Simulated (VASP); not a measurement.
# TiC in VASP: a series of runs

The runs below take TiC through single point, with PBE+D3(BJ).

Everything below comes from runs of VASP 6.6.1. Logs are shortened: lines on timing, memory, paths and dates and some standing lists are left out, and cuts for length are marked.

### 1 The cell of the first run

The cell holds a slab with vacuum, 32 atoms: a = 6.069 Å, b = 6.069 Å, c = 24.437 Å, α = 90.00°, β = 90.00°, γ = 90.00°.

### 2 Single point, PBE+D3(BJ)

Input file INCAR:

```
SYSTEM = TiC
  PREC = Accurate
  ENCUT = 520
  EDIFF = 1E-6
  ISMEAR = 0
  SIGMA = 0.1
  LREAL = Auto
  LASPH = .TRUE.
  NELM = 80
  ALGO = Normal
  ISIF = 2
  LWAVE = .FALSE.
  LCHARG = .FALSE.
  LDIPOL = .TRUE.
  IDIPOL = 3
  DIPOL = 0.5 0.5 0.459
  GGA = PE
  IVDW = 12
  NBANDS = 150
```

Input file KPOINTS:

```
regular mesh
0
G
  3 3 1
  0 0 0
```

Input file POSCAR:

```
TiC
1.0
    6.0686302234      0.0000000000      0.0000000000
    0.0000000000      6.0686302234      0.0000000000
    0.0000000000      0.0000000000     24.4367543752
Ti C
16 16
Direct
    0.2500000000      0.2500000000      0.3273757176
    0.2500000000      0.7500000000      0.3273757176
    0.7500000000      0.2500000000      0.3273757176
    0.7500000000      0.7500000000      0.3273757176
    0.5000000000      0.5000000000      0.4151772627
    0.5000000000      0.0000000000      0.4151772627
    0.0000000000      0.5000000000      0.4151772627
    0.0000000000      0.0000000000      0.4151772627
    0.7494278056      0.7494243103      0.5024142473
    0.7496087146      0.2505347952      0.5022109999
    0.2505284781      0.7496087276      0.5022050493
    0.2504192003      0.2504104084      0.5019935515
    0.0007823594      0.0007776503      0.5875223946
    0.0012969270      0.4997049929      0.5875883685
    0.4997533586      0.0012705213      0.5875893396
    0.4983693317      0.4983741916      0.5898331314
    0.5000000000      0.5000000000      0.3273757176
    0.5000000000      0.0000000000      0.3273757176
    0.0000000000      0.5000000000      0.3273757176
    0.0000000000      0.0000000000      0.3273757176
    0.7500000000      0.7500000000      0.4151772627
    0.7500000000      0.2500000000      0.4151772627
    0.2500000000      0.7500000000      0.4151772627
    0.2500000000      0.2500000000      0.4151772627
   -0.0000103408     -0.0000214078      0.5026633147
   -0.0000848658      0.5002155050      0.5028615995
    0.5002142475     -0.0000928073      0.5028615193
    0.5001587366      0.5001639013      0.5030500820
    0.2501983369      0.2502024367      0.5927837280
    0.2491267474      0.7509015117      0.5921707856
    0.7509196262      0.2491118575      0.5921572667
    0.7522643102      0.7522935331      0.5935049506
```

Potentials or basis: VASP PAW PBE potentials, release 64 (Ti_sv, C).

The run is started by

```console
cat potpaw_PBE.64/Ti_sv/POTCAR potpaw_PBE.64/C/POTCAR > POTCAR
mpirun -np 1 vasp_std > vasp.out
```

OUTCAR:

```text
SYSTEM = TiC
   PREC = Accurate
   ENCUT = 520
   EDIFF = 1E-6
   ISMEAR = 0
   LREAL = Auto
   LASPH = .TRUE.
   NELM = 80
   ISIF = 2
   GGA = PE
   IVDW = 12
 IVDW          = 12

 ion  position               nearest neighbor table
   1  0.250  0.250  0.327-  24 2.15  18 2.15  19 2.15  20 2.15  17 2.15
   2  0.250  0.750  0.327-  23 2.15  18 2.15  19 2.15  20 2.15  17 2.15
   3  0.750  0.250  0.327-  22 2.15  18 2.15  19 2.15  20 2.15  17 2.15
   4  0.750  0.750  0.327-  21 2.15  18 2.15  19 2.15  20 2.15  17 2.15
   5  0.500  0.500  0.415-  17 2.15  21 2.15  22 2.15  23 2.15  24 2.15  28 2.15
   6  0.500  0.000  0.415-  27 2.14  18 2.15  22 2.15  23 2.15  24 2.15  21 2.15
   7  0.000  0.500  0.415-  26 2.14  19 2.15  22 2.15  23 2.15  24 2.15  21 2.15
   8  0.000  0.000  0.415-  25 2.14  20 2.15  22 2.15  23 2.15  24 2.15  21 2.15
   9  0.749  0.749  0.502-  21 2.13  28 2.14  26 2.14  27 2.14  25 2.15  32 2.23
  10  0.750  0.251  0.502-  22 2.13  28 2.14  26 2.15  27 2.15  25 2.15  31 2.20
  11  0.251  0.750  0.502-  23 2.13  28 2.14  27 2.15  26 2.15  25 2.15  30 2.20
  12  0.250  0.250  0.502-  24 2.12  28 2.14  27 2.15  26 2.15  25 2.15  29 2.22
  13  0.001  0.001  0.588-  25 2.07  32 2.14  31 2.14  30 2.14  29 2.14
  14  0.001  0.500  0.588-  26 2.07  29 2.14  30 2.14  31 2.15  32 2.16
  15  0.500  0.001  0.588-  27 2.07  29 2.14  31 2.14  30 2.15  32 2.16
  16  0.498  0.498  0.590-  28 2.12  29 2.13  30 2.15  31 2.15  32 2.18
  17  0.500  0.500  0.327-   5 2.15   2 2.15   3 2.15   4 2.15   1 2.15
  18  0.500  0.000  0.327-   6 2.15   2 2.15   3 2.15   4 2.15   1 2.15
  19  0.000  0.500  0.327-   7 2.15   2 2.15   3 2.15   4 2.15   1 2.15
  20  0.000  0.000  0.327-   8 2.15   2 2.15   3 2.15   4 2.15   1 2.15
  21  0.750  0.750  0.415-   9 2.13   4 2.15   6 2.15   7 2.15   8 2.15   5 2.15
  22  0.750  0.250  0.415-  10 2.13   3 2.15   6 2.15   7 2.15   8 2.15   5 2.15
  23  0.250  0.750  0.415-  11 2.13   2 2.15   6 2.15   7 2.15   8 2.15   5 2.15
  24  0.250  0.250  0.415-  12 2.12   1 2.15   6 2.15   7 2.15   8 2.15   5 2.15
  25  1.000  1.000  0.503-  13 2.07   8 2.14  12 2.15  11 2.15  10 2.15   9 2.15
  26  1.000  0.500  0.503-  14 2.07   7 2.14   9 2.14  10 2.15  11 2.15  12 2.15
  27  0.500  1.000  0.503-  15 2.07   6 2.14   9 2.14  11 2.15  10 2.15  12 2.15
  28  0.500  0.500  0.503-  16 2.12   9 2.14  11 2.14  10 2.14  12 2.14   5 2.15
  29  0.250  0.250  0.593-  16 2.13  14 2.14  15 2.14  13 2.14  12 2.22
  30  0.249  0.751  0.592-  13 2.14  14 2.14  15 2.15  16 2.15  11 2.20
  31  0.751  0.249  0.592-  13 2.14  15 2.14  14 2.15  16 2.15  10 2.20
  32  0.752  0.752  0.594-  13 2.14  15 2.16  14 2.16  16 2.18   9 2.23

  LATTYP: Found a simple tetragonal cell.
 ALAT       =     6.0686302234
 C/A-ratio  =     4.0267331302

  Lattice vectors:

 A1 = (   6.0686302234,   0.0000000000,   0.0000000000)
 A2 = (   0.0000000000,   6.0686302234,   0.0000000000)
 A3 = (   0.0000000000,   0.0000000000,  24.4367543752)

Analysis of symmetry for initial positions (statically):
=====================================================================
 Subroutine PRICEL returns:
 Original cell was already a primitive cell.

 Routine SETGRP: Setting up the symmetry group for a
 simple tetragonal supercell.

 Subroutine GETGRP returns: Found  1 space group operations
 (whereof  1 operations were pure point group operations)
 out of a pool of 16 trial point group operations.

The static configuration has the point symmetry C_1 .

Analysis of symmetry for dynamics (positions and initial velocities):
=====================================================================
 Subroutine PRICEL returns:
 Original cell was already a primitive cell.

 Routine SETGRP: Setting up the symmetry group for a
 simple tetragonal supercell.

 Subroutine GETGRP returns: Found  1 space group operations
 (whereof  1 operations were pure point group operations)
 out of a pool of 16 trial point group operations.

The dynamic configuration has the point symmetry C_1 .

 Subroutine INISYM returns: Found  1 space group operations
 (whereof  1 operations are pure point group operations),
 and found     1 'primitive' translations

----------------------------------------------------------------------------------------

                                     Primitive cell

  volume of cell :     899.9635

  direct lattice vectors                    reciprocal lattice vectors
     6.068630223  0.000000000  0.000000000     0.164781831  0.000000000  0.000000000
     0.000000000  6.068630223  0.000000000     0.000000000  0.164781831  0.000000000
     0.000000000  0.000000000 24.436754375     0.000000000  0.000000000  0.040921965

  length of vectors
     6.068630223  6.068630223 24.436754375     0.164781831  0.164781831  0.040921965

  position of ions in fractional coordinates (direct lattice)
     0.250000000  0.250000000  0.327375718
     0.250000000  0.750000000  0.327375718
     0.750000000  0.250000000  0.327375718
     0.750000000  0.750000000  0.327375718
     0.500000000  0.500000000  0.415177263
     0.500000000  0.000000000  0.415177263
[... 24 lines left out ...]
     0.750919626  0.249111857  0.592157267
     0.752264310  0.752293533  0.593504951

  ion indices of the primitive-cell ions
   primitive index   ion index
                 1           1
                 2           2
                 3           3
                 4           4
                 5           5
                 6           6
[... 24 lines left out ...]
                31          31
                32          32

----------------------------------------------------------------------------------------

 KPOINTS: regular mesh

Automatic generation of k-mesh.
 Grid dimensions read from file:
 generate k-points for:    3    3    1

 Generating k-lattice:

  Cartesian coordinates                     Fractional coordinates (reciprocal lattice)
     0.054927277  0.000000000  0.000000000     0.333333333  0.000000000  0.000000000
     0.000000000  0.054927277  0.000000000     0.000000000  0.333333333  0.000000000
     0.000000000  0.000000000  0.040921965     0.000000000  0.000000000  1.000000000

  Length of vectors
     0.054927277  0.054927277  0.040921965

  Shift w.r.t. Gamma in fractional coordinates (k-lattice)
     0.000000000  0.000000000  0.000000000

 Subroutine IBZKPT returns following result:
 ===========================================

 Found      5 irreducible k-points:

 Following reciprocal coordinates:
            Coordinates               Weight
  0.000000  0.000000  0.000000      1.000000
  0.333333  0.000000  0.000000      2.000000
  0.000000  0.333333  0.000000      2.000000
  0.333333  0.333333  0.000000      2.000000
 -0.333333  0.333333  0.000000      2.000000
   k-points           NKPTS =      5   k-points in BZ     NKDIM =      5   number of bands    NBANDS=    150
   number of dos      NEDOS =    301   number of ions     NIONS =     32
   total plane-waves  NPLWV = 442368
   dimension x,y,z NGX =    48 NGY =   48 NGZ =  192
   dimension x,y,z NGXF=    96 NGYF=   96 NGZF=  384
   ions per type =              16  16
   NGX,Y,Z   is equivalent  to a cutoff of  13.15, 13.15, 13.06 a.u.
   NGXF,Y,Z  is equivalent  to a cutoff of  26.30, 26.30, 26.12 a.u.
 SYSTEM =  TiC
   PREC   = accura    normal or accurate (medium, high low for compatibility)
   ISTART =      0    job   : 0-new  1-cont  2-samecut
   ICHARG =      2    charge: 1-file 2-atom 10-const
   ISPIN  =      1    spin polarized calculation?
   LNONCOLLINEAR =      F non collinear calculations
   LSORBIT =      F    spin-orbit coupling
   LASPH  =      T    aspherical Exc in radial PAW
   ENCUT  =  520.0 eV  38.22 Ry    6.18 a.u.  11.28 11.28 45.44*2*pi/ulx,y,z
   NELM   =     80;   NELMIN=  2; NELMDL= -5     # of ELM steps
   EDIFF  = 0.1E-05   stopping-criterion for ELM
   LREAL  =      T    real-space projection
   EDIFFG = 0.1E-04   stopping-criterion for IOM
   NSW    =      0    number of steps for IOM
   IBRION =     -1    ionic relax: 0-MD 1-quasi-New 2-CG
   NFREE  =      0    steps in history (QN), initial steepest desc. (CG)
   ISIF   =      2    stress and relaxation
   ISYM   =      2    0-nonsym 1-usesym 2-fastsym
   POTIM  = 0.5000    time-step for ionic-motion
   TEBEG  =    0.0;   TEEND  =   0.0 temperature during run
   PSTRESS=    0.0 pullay stress
   NELECT =     256.0000    total number of electrons
   NUPDOWN=      -1.0000    fix difference up-down
   EMIN   =  10.00;   EMAX   =-10.00  energy-range for DOS
   EFERMI =   0.00;   METHOD = LEGACY
   ISMEAR =     0;   SIGMA  =   0.10  broadening in eV -4-tet -1-fermi 0-gaus
   EFERMI_NEDOS =   21; number of points for ismear=-14 and -15
   IALGO  =     38    algorithm
   IMIX   =      4    mixing-type and parameters
     AMIX     =   0.40;   BMIX     =  1.00
     AMIX_MAG =   1.60;   BMIX_MAG =  1.00
  volume/ion in A,a.u.               =      28.12       189.79
  Fermi-wavevector in a.u.,A,eV,Ry     =   1.076663  2.034598 15.771923  1.159204
  Thomas-Fermi vector in A             =   2.212554
   LORBIT       =      0    0 simple, 1 ext, 2 COOP (PROOUT), +10 PAW based schemes
   GGA     = PE    functional components
   LHFCALC =     F    Hartree Fock is set to
   AEXX    =    0.0000 exact exchange contribution
   IVDW    =    12    specifies the selected vdW correction
   LEPSILON=     F    determine dielectric tensor
   LRPA    =     F    only Hartree local field effects (RPA)
 non-spin polarized calculation
 Gauss-broadening in eV      SIGMA  =   0.10
  energy-cutoff  :      520.00
  volume of cell :      899.96
 maximum number of plane-waves:     24256
 NGX is ok and might be reduce to    48
   NGX = 23   NGY = 23   NGZ = 91

 dipolmoment           0.000000      0.000000     -0.040734 electrons x Angstroem

 number of electron     256.0000018 magnetization

 dipolmoment           0.000000      0.000000      0.080000 electrons x Angstroem

 Free energy of the ion-electron system (eV)
  ---------------------------------------------------
  ext. energy  EPLUGINS =         0.00000000
  ---------------------------------------------------
  free energy    TOTEN  =      -291.51736816 eV

  energy without entropy =     -291.47131979  energy(sigma->0) =     -291.49434397

 E-fermi :   0.6006     XC(G=0):  -5.2561

 val. band max:        0.5752714766   @ k =   0.0000   0.0000   0.0000
 cond. band min:       0.6593446920   @ k =   0.0000   0.0000   0.0000
 fundamental gap:      0.0840732154
 Fermi energy:         0.6005696676

 k-point     1 :       0.0000    0.0000    0.0000
  band No.  band energies     occupation
      1     -55.8536      2.00000
      2     -55.8189      2.00000
      3     -55.8187      2.00000
      4     -55.7924      2.00000
      5     -55.7845      2.00000
      6     -55.7355      2.00000
[... 704 lines left out ...]
    139       2.4323      0.00000
    140       2.6821      0.00000
 [bands above 140 left out]

------------------------ aborting loop because EDIFF is reached ----------------------------------------

 vacuum level on the upper side and lower side of the slab       (xc-potential included)         0.069        -0.315

 Edisp (eV)  -10.88110

 E8    (eV) :    -4.8360

  FORCE on cell =-STRESS in cart. coord.  units (eV):
  Direction    XX          YY          ZZ          XY          YZ          ZX
  --------------------------------------------------------------------------------------
  -------------------------------------------------------------------------------------
  Total     -13.38483   -13.38501    -2.79451     0.01899    -0.07064    -0.07612
  in kB     -23.82860   -23.82892    -4.97499     0.03381    -0.12575    -0.13551
  external pressure =      -17.54 kB  Pullay stress =        0.00 kB

 VOLUME and BASIS-vectors are now :
 -----------------------------------------------------------------------------
  energy-cutoff  :      520.00
  volume of cell :      899.96
      direct lattice vectors                 reciprocal lattice vectors
     6.068630223  0.000000000  0.000000000     0.164781831  0.000000000  0.000000000
     0.000000000  6.068630223  0.000000000     0.000000000  0.164781831  0.000000000
     0.000000000  0.000000000 24.436754375     0.000000000  0.000000000  0.040921965

 POSITION                                       TOTAL-FORCE (eV/Angst)
 -----------------------------------------------------------------------------------
      1.51716      1.51716      8.00000         0.000972      0.001349      1.472860
      1.51716      4.55147      8.00000        -0.000757      0.002992      1.483848
      4.55147      1.51716      8.00000         0.002689     -0.000451      1.483976
      4.55147      4.55147      8.00000         0.004480      0.004849      1.484593
      3.03432      3.03432     10.14558         0.012024      0.011689      0.195313
      3.03432      0.00000     10.14558         0.013030     -0.017643      0.133434
[... 24 lines left out ...]
      4.55705      1.51177     14.47040        -0.092439      0.131061      0.232191
      4.56521      4.56539     14.50333        -0.201239     -0.205428     -0.005353
 -----------------------------------------------------------------------------------
    total drift:                               -0.001369     -0.008564     -0.118513

  FREE ENERGIE OF THE ION-ELECTRON SYSTEM (eV)
  ---------------------------------------------------
  free  energy   TOTEN  =      -302.3984635532 eV

  energy  without entropy=     -302.3524151811  energy(sigma->0) =     -302.37543937

 vacuum level on the upper side and lower side of the slab         4.994         4.602
```

It took 39 min on 1 thread of Intel Xeon Platinum 8488C (Sapphire Rapids), shared host; peak memory 1.1 GiB.

Results:

```yaml
Free_energy: -302.3985 eV
Largest_force: 1.485 eV/Å
Band_gap_on_the_k_mesh: zero (bands 128 and 129 overlap by 0.15 eV)
Dispersion_energy_per_atom: -0.340 eV
```

Forces on the atoms (eV/Å):
```
Ti   0.001  0.001  1.473
Ti  -0.001  0.003  1.484
Ti   0.003  0.000  1.484
Ti   0.004  0.005  1.485
Ti   0.012  0.012  0.195
Ti   0.013 -0.018  0.133
Ti  -0.018  0.013  0.133
Ti  -0.018 -0.017  0.179
Ti   0.035  0.035 -0.035
Ti   0.013 -0.018 -0.011
Ti  -0.017  0.014 -0.008
Ti  -0.003 -0.002  0.009
Ti  -0.091 -0.092 -0.022
Ti  -0.183  0.122  0.043
Ti   0.120 -0.183  0.042
Ti   0.252  0.252 -0.700
C   -0.003 -0.003 -1.190
C   -0.002  0.001 -1.192
C    0.001 -0.001 -1.192
C    0.000  0.000 -1.207
C   -0.003 -0.003 -0.423
C    0.002  0.008 -0.474
C    0.008  0.002 -0.474
C    0.005  0.005 -0.465
C    0.014  0.014  0.000
C    0.015 -0.015 -0.018
C   -0.015  0.016 -0.018
C   -0.021 -0.022  0.154
C    0.040  0.039  0.158
C    0.130 -0.092  0.230
C   -0.092  0.131  0.232
C   -0.201 -0.205 -0.005
```

(Part 1 of 2 ends here.)

The gap in the log of VASP goes by the Fermi energy; the results here count the filled bands.